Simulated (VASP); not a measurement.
## ZnS: single point with PBE

ZnS:

```xyz
2
Lattice="0.0000 2.6634 2.6941 2.6634 0.0000 2.6941 2.6634 2.6634 0.0000" Properties=species:S:1:pos:R:3 pbc="T T T"
Zn    1.3317    1.3317    1.3470
S     0.0000    0.0000    0.0000
```

This cell differs from its parent crystal: biaxial xy strain -1.1%.

| Property | Result |
| --- | --- |
| Program | VASP 6.6.1 |
| Task | single point |
| Functional | PBE |
| Potentials or basis | VASP PAW PBE potentials, release 64 (Zn, S) |
| Cutoff | 520 eV |
| k mesh | 8 × 8 × 8 |
| Occupations | fermi-dirac, width 0.02 eV |
| Spin | no spin polarisation |
| Dipole correction | no |
| Further INCAR settings | ALGO = Normal; EDIFF = 1e-07; NBANDS = 16 |

The pressure is 4.4 GPa. The band gap on the k mesh is 2.24 eV, direct.

Stress tensor (GPa, compression positive):
```
4.53 0.00 0.00
0.00 4.53 0.00
0.00 0.00 4.07
```

Levels at points of the mesh, in eV from the valence-band top:
```csv
k point,band 6,band 7,band 8,band 9,band 10,band 11,band 12,band 13
"(0.00, 0.00, 0.00)",-5.95,-0.04,0.00,0.00,2.24,6.36,6.36,6.36
"(0.50, 0.00, 0.00)",-5.74,-5.51,-0.96,-0.89,3.36,6.84,6.94,8.98
"(0.50, 0.50, 0.00)",-5.73,-4.74,-2.31,-2.31,3.36,4.13,11.11,12.19
"(0.50, 0.00, 0.50)",-5.71,-4.67,-2.38,-2.36,3.30,4.02,11.24,12.11
```

It took 42 s on 1 thread of Intel(R) Xeon(R) Platinum 8259CL CPU @ 2.50GHz (Skylake/Cascade Lake), on a shared host, peak memory 0.17 GiB.

Caveat: the cell differs from its parent crystal (biaxial xy strain -1.1%).
